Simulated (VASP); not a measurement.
The system is In3Se.

```
In Se
1.0
     4.80376    0.00000    0.00000
     0.00000    4.80376    0.00000
     0.00000    0.00000    4.80376
In Se
3 1
Cartesian
  0.0000 2.4019 2.4019
  2.4019 0.0000 2.4019
  2.4019 2.4019 0.0000
  0.0000 0.0000 0.0000
```

- Program: VASP 6.6.1
- Task: relaxation of cell and atoms
- Functional: PBE
- Dispersion: D3(BJ)
- Potentials or basis: VASP PAW PBE potentials, release 64 (In_d, Se)
- Cutoff: 600 eV
- k mesh: 10 × 10 × 10
- Occupations: gaussian, width 0.1 eV
- Spin: no spin polarisation

At the start: pressure -2.1 GPa; volume 27.71 Å³/atom.

Q: Where does the relaxation end?

A: Over 3 steps the energy falls by 12.1 meV/atom and the volume is 26.03 Å³/atom (-6.1 %); space group Pm-3m (No. 221, to 0.1 Å) before and after.

Step by step:
```tsv
step	energy change (eV)	largest force (eV/Å)	pressure (GPa)	volume (Å³)
1	0.0000	0.0000	-2.14	110.85
2	-0.0474	0.0000	-0.35	105.02
3	-0.0484	0.0000	-0.02	104.10
```

Final structure:
```
In Se
1.0
     4.70422    0.00000    0.00000
     0.00000    4.70422    0.00000
     0.00000    0.00000    4.70422
In Se
3 1
Direct
  0.00000 0.50000 0.50000
  0.50000 0.00000 0.50000
  0.50000 0.50000 0.00000
  0.00000 0.00000 0.00000
```
